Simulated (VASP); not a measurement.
# MgS (R-3m) in VASP: notebook

Runs on MgS. Level: PBEsol. Tasks: electric field gradients.

Program: VASP 6.6.1. These are calculated values, not measurements. Logs are shortened: lines on timing, memory, paths and dates and some standing lists are left out, and cuts for length are marked.

## Step 1: The cell of the first run

Symmetry: R-3m, No. 166, trigonal system. The conventional cell has a = 3.661 Å, b = 3.661 Å, c = 9.103 Å, α = 90.00°, β = 90.00°, γ = 120.00°. Within 3.4 Å of Mg (site symmetry -3m) lie 6 S at 2.60 Å. Within 3.4 Å of S (site symmetry -3m) lie 6 Mg at 2.60 Å.

## Step 2: Electric field gradients, PBEsol (equal xy, yz and zx shear strains of +1 %)

INCAR

```
ALGO = Normal
EDIFF = 1E-8
ENCUT = 520
GGA = PS
ISIF = 2
ISMEAR = -1
LASPH = True
LCHARG = False
LEFG = True
LREAL = False
LWAVE = False
NBANDS = 11
NELM = 60
PREC = Accurate
SIGMA = 0.03
```

KPOINTS

```
k-points
0
Gamma
  10 10 10
```

POSCAR

```
MgS
1.0
    0.0260165000      2.6146582500      2.6146582500
    2.6146582500      0.0260165000      2.6146582500
    2.6146582500      2.6146582500      0.0260165000
Mg S
1 1
Direct
    0.0000000000      0.0000000000      0.0000000000
    0.5000000000      0.5000000000      0.5000000000
```

Potentials or basis: VASP PAW PBE potentials, release 64 (Mg, S).

Launch:

```sh
cat potpaw_PBE.64/Mg/POTCAR potpaw_PBE.64/S/POTCAR > POTCAR
mpirun -np 1 vasp_std > vasp.out
```

OUTCAR:

```text
EDIFF = 1E-8
   ENCUT = 520
   GGA = PS
   ISIF = 2
   ISMEAR = -1
   LASPH = True
   LREAL = False
   NELM = 60
   PREC = Accurate

 ion  position               nearest neighbor table
   1  0.000  0.000  0.000-   2 2.60   2 2.60   2 2.60   2 2.60   2 2.60   2 2.60
   2  0.500  0.500  0.500-   1 2.60   1 2.60   1 2.60   1 2.60   1 2.60   1 2.60

  LATTYP: Found a trigonal (rhomboedric) cell.
 ALAT       =     3.6977766816
 COS(alpha) =     0.5099250056

  Lattice vectors:

 A1 = (   0.0260165000,   2.6146582500,   2.6146582500)
 A2 = (   2.6146582500,   0.0260165000,   2.6146582500)
 A3 = (   2.6146582500,   2.6146582500,   0.0260165000)

Analysis of symmetry for initial positions (statically):
=====================================================================
 Subroutine PRICEL returns:
 Original cell was already a primitive cell.

 Routine SETGRP: Setting up the symmetry group for a
 trigonal (rhombohedral) supercell.

 Subroutine GETGRP returns: Found 12 space group operations
 (whereof 12 operations were pure point group operations)
 out of a pool of 12 trial point group operations.

The static configuration has the point symmetry D_3d.

Analysis of symmetry for dynamics (positions and initial velocities):
=====================================================================
 Subroutine PRICEL returns:
 Original cell was already a primitive cell.

 Routine SETGRP: Setting up the symmetry group for a
 trigonal (rhombohedral) supercell.

 Subroutine GETGRP returns: Found 12 space group operations
 (whereof 12 operations were pure point group operations)
 out of a pool of 12 trial point group operations.

The dynamic configuration has the point symmetry D_3d.

 Subroutine INISYM returns: Found 12 space group operations
 (whereof 12 operations are pure point group operations),
 and found     1 'primitive' translations

----------------------------------------------------------------------------------------

                                     Primitive cell

  volume of cell :      35.2163

  direct lattice vectors                    reciprocal lattice vectors
     0.026016500  2.614658250  2.614658250    -0.194107681  0.192195290  0.192195290
     2.614658250  0.026016500  2.614658250     0.192195290 -0.194107681  0.192195290
     2.614658250  2.614658250  0.026016500     0.192195290  0.192195290 -0.194107681

  length of vectors
     3.697776682  3.697776682  3.697776682     0.333999777  0.333999777  0.333999777

  position of ions in fractional coordinates (direct lattice)
     0.000000000  0.000000000  0.000000000
     0.500000000  0.500000000  0.500000000

  ion indices of the primitive-cell ions
   primitive index   ion index
                 1           1
                 2           2

----------------------------------------------------------------------------------------

 KPOINTS: k-points

Automatic generation of k-mesh.
 Grid dimensions read from file:
 generate k-points for:   10   10   10

 Generating k-lattice:

  Cartesian coordinates                     Fractional coordinates (reciprocal lattice)
    -0.019410768  0.019219529  0.019219529     0.100000000  0.000000000  0.000000000
     0.019219529 -0.019410768  0.019219529     0.000000000  0.100000000  0.000000000
     0.019219529  0.019219529 -0.019410768     0.000000000  0.000000000  0.100000000

  Length of vectors
     0.033399978  0.033399978  0.033399978

  Shift w.r.t. Gamma in fractional coordinates (k-lattice)
     0.000000000  0.000000000  0.000000000

 Subroutine IBZKPT returns following result:
 ===========================================

 Found    116 irreducible k-points:

 Following reciprocal coordinates:
            Coordinates               Weight
  0.000000  0.000000  0.000000      1.000000
  0.100000 -0.000000 -0.000000      6.000000
  0.200000 -0.000000 -0.000000      6.000000
  0.300000  0.000000  0.000000      6.000000
  0.400000  0.000000  0.000000      6.000000
  0.500000  0.000000  0.000000      3.000000
[... 16 lines left out ...]
  0.300000  0.300000  0.000000      6.000000
  0.400000  0.300000  0.000000     12.000000
 [... further k-points ...]
   k-points           NKPTS =    116   k-points in BZ     NKDIM =    116   number of bands    NBANDS=     11
   number of dos      NEDOS =    301   number of ions     NIONS =      2
   total plane-waves  NPLWV =  21952
   dimension x,y,z NGX =    28 NGY =   28 NGZ =   28
   dimension x,y,z NGXF=    56 NGYF=   56 NGZF=   56
   ions per type =               1   1
   NGX,Y,Z   is equivalent  to a cutoff of  12.59, 12.59, 12.59 a.u.
   NGXF,Y,Z  is equivalent  to a cutoff of  25.18, 25.18, 25.18 a.u.
 SYSTEM =  unknown system
   PREC   = accura    normal or accurate (medium, high low for compatibility)
   ISTART =      0    job   : 0-new  1-cont  2-samecut
   ICHARG =      2    charge: 1-file 2-atom 10-const
   ISPIN  =      1    spin polarized calculation?
   LNONCOLLINEAR =      F non collinear calculations
   LSORBIT =      F    spin-orbit coupling
   LASPH  =      T    aspherical Exc in radial PAW
   ENCUT  =  520.0 eV  38.22 Ry    6.18 a.u.   6.88  6.88  6.88*2*pi/ulx,y,z
   NELM   =     60;   NELMIN=  2; NELMDL= -5     # of ELM steps
   EDIFF  = 0.1E-07   stopping-criterion for ELM
   LREAL  =      F    real-space projection
   EDIFFG = 0.1E-06   stopping-criterion for IOM
   NSW    =      0    number of steps for IOM
   IBRION =     -1    ionic relax: 0-MD 1-quasi-New 2-CG
   NFREE  =      0    steps in history (QN), initial steepest desc. (CG)
   ISIF   =      2    stress and relaxation
   ISYM   =      2    0-nonsym 1-usesym 2-fastsym
   POTIM  = 0.5000    time-step for ionic-motion
   TEBEG  =    0.0;   TEEND  =   0.0 temperature during run
   PSTRESS=    0.0 pullay stress
   NELECT =       8.0000    total number of electrons
   NUPDOWN=      -1.0000    fix difference up-down
   EMIN   =  10.00;   EMAX   =-10.00  energy-range for DOS
   EFERMI =   0.00;   METHOD = LEGACY
   ISMEAR =    -1;   SIGMA  =   0.03  broadening in eV -4-tet -1-fermi 0-gaus
   EFERMI_NEDOS =   21; number of points for ismear=-14 and -15
   IALGO  =     38    algorithm
   IMIX   =      4    mixing-type and parameters
     AMIX     =   0.40;   BMIX     =  1.00
     AMIX_MAG =   1.60;   BMIX_MAG =  1.00
  volume/ion in A,a.u.               =      17.61       118.83
  Fermi-wavevector in a.u.,A,eV,Ry     =   0.998903  1.887654 13.575999  0.997808
  Thomas-Fermi vector in A             =   2.131158
   LORBIT       =      0    0 simple, 1 ext, 2 COOP (PROOUT), +10 PAW based schemes
   GGA     = PS    functional components
   LHFCALC =     F    Hartree Fock is set to
   AEXX    =    0.0000 exact exchange contribution
   IVDW    =     0    specifies the selected vdW correction
   LEPSILON=     F    determine dielectric tensor
   LRPA    =     F    only Hartree local field effects (RPA)
 non-spin polarized calculation
  energy-cutoff  :      520.00
  volume of cell :       35.22
 maximum number of plane-waves:       962
   NGX = 13   NGY = 13   NGZ = 13

 number of electron       8.0000000 magnetization

 Free energy of the ion-electron system (eV)
  ---------------------------------------------------
  ext. energy  EPLUGINS =         0.00000000
  ---------------------------------------------------
  free energy    TOTEN  =        -9.07181560 eV

  energy without entropy =       -9.07181560  energy(sigma->0) =       -9.07181560

 E-fermi :   4.3621     XC(G=0):  -9.8370

 val. band max:        3.7225674601   @ k =   0.0000   0.0000   0.0000
 cond. band min:       6.3767645671   @ k =   0.5000   0.5000   0.0000
 fundamental gap:      2.6541971070
 Fermi energy:         4.3620694773

 k-point     1 :       0.0000    0.0000    0.0000
  band No.  band energies     occupation
      1      -9.0075      2.00000
      2       3.5838      2.00000
      3       3.7226      2.00000
      4       3.7226      2.00000
      5       7.2644      0.00000
      6      11.3686      0.00000
      7      11.6158      0.00000
      8      11.6158      0.00000
      9      13.9897      0.00000
     10      13.9897      0.00000
     11      15.9624      0.00000
[... 309 lines left out ...]
 k-point    24 :       0.4000    0.3000    0.0000
  band No.  band energies     occupation
      1      -7.7051      2.00000
      2       0.0315      2.00000
      3       2.0586      2.00000
      4       2.2315      2.00000
      5       7.5153      0.00000
      6       8.8097      0.00000
      7      13.0547      0.00000
      8      14.1143      0.00000
      9      15.6826      0.00000
     10      16.9057      0.00000
     11      20.2806      0.00000

 [... further k-points ...]
[... 5 lines left out ...]
  --------------------------------------------------------------------------------------
  -------------------------------------------------------------------------------------
  Total       -0.2484921     -0.2484921     -0.2484921     -0.1194187     -0.1194187     -0.1194187
  in kB      -11.3052187    -11.3052187    -11.3052187     -5.4329882     -5.4329882     -5.4329882
  external PRESSURE =     -11.3052187 kB  Pullay stress =       0.0000000 kB

 VOLUME and BASIS-vectors are now :
 -----------------------------------------------------------------------------
  energy-cutoff  :      520.00
  volume of cell :       35.22
      direct lattice vectors                 reciprocal lattice vectors
     0.026016500  2.614658250  2.614658250    -0.194107681  0.192195290  0.192195290
     2.614658250  0.026016500  2.614658250     0.192195290 -0.194107681  0.192195290
     2.614658250  2.614658250  0.026016500     0.192195290  0.192195290 -0.194107681

 POSITION                                       TOTAL-FORCE (eV/Angst)
 -----------------------------------------------------------------------------------
      0.00000      0.00000      0.00000         0.000000     -0.000000      0.000000
      2.62767      2.62767      2.62767        -0.000000      0.000000     -0.000000
 -----------------------------------------------------------------------------------
    total drift:                                0.000000      0.000000      0.000000

  FREE ENERGIE OF THE ION-ELECTRON SYSTEM (eV)
  ---------------------------------------------------
  free  energy   TOTEN  =        -9.0718155964 eV

  energy  without entropy=       -9.0718155964  energy(sigma->0) =       -9.07181560

 Electric field gradients (V/A^2)
---------------------------------------------------------------------
 ion       V_xx      V_yy      V_zz      V_xy      V_xz      V_yz
---------------------------------------------------------------------
   1       0.000     0.000    -0.000    -0.165    -0.165    -0.165
   2      -0.000    -0.000    -0.000     2.750     2.750     2.750
---------------------------------------------------------------------

 Electric field gradients after diagonalization (V/A^2)
 (convention: |V_zz| > |V_xx| > |V_yy|)
----------------------------------------------------------------------
 ion       V_xx      V_yy      V_zz     asymmetry (V_yy - V_xx)/ V_zz
----------------------------------------------------------------------
   1       0.165     0.165    -0.329       0.000
   2      -2.750    -2.750     5.499       0.000
----------------------------------------------------------------------

           NMR quadrupolar parameters

 Cq : quadrupolar parameter    Cq=e*Q*V_zz/h
 eta: asymmetry parameters     (V_yy - V_xx)/ V_zz
 Q  : nuclear electric quadrupole moment in mb (millibarn)
----------------------------------------------------------------------
 ion       Cq(MHz)       eta       Q (mb)
----------------------------------------------------------------------
   1      -0.001       0.000       1.000
   2       0.013       0.000       1.000
----------------------------------------------------------------------
```

It took 62 s on 1 thread of Intel Xeon 8259CL, shared host; peak memory 0.19 GiB.

Results:

```yaml
Free_energy: -9.0718 eV
Pressure: -1.1 GPa
Band_gap_on_the_k_mesh: 2.65 eV (least direct gap 3.54 eV)
Largest_electric_field_gradient_by_atom: Mg -0.3; S +5.5 V/Å²
```

Electric field gradients, principal values (V/Å²):
| atom | least | middle | greatest (by size) |
| --- | --- | --- | --- |
| 1 Mg | 0.165 | 0.165 | -0.329 |
| 2 S | -2.750 | -2.750 | 5.499 |

Caveat: the cell differs from its parent crystal (equal xy, yz and zx shear strains of +1 %); without QUAD_EFG the Cq values of the log hold for a quadrupole moment of 1 mb, not for the nuclei; the PAW data sets were made with another functional, which shifts forces and pressure a little. A k mesh can miss the band edges.

(Continued in part 2 of 2.)
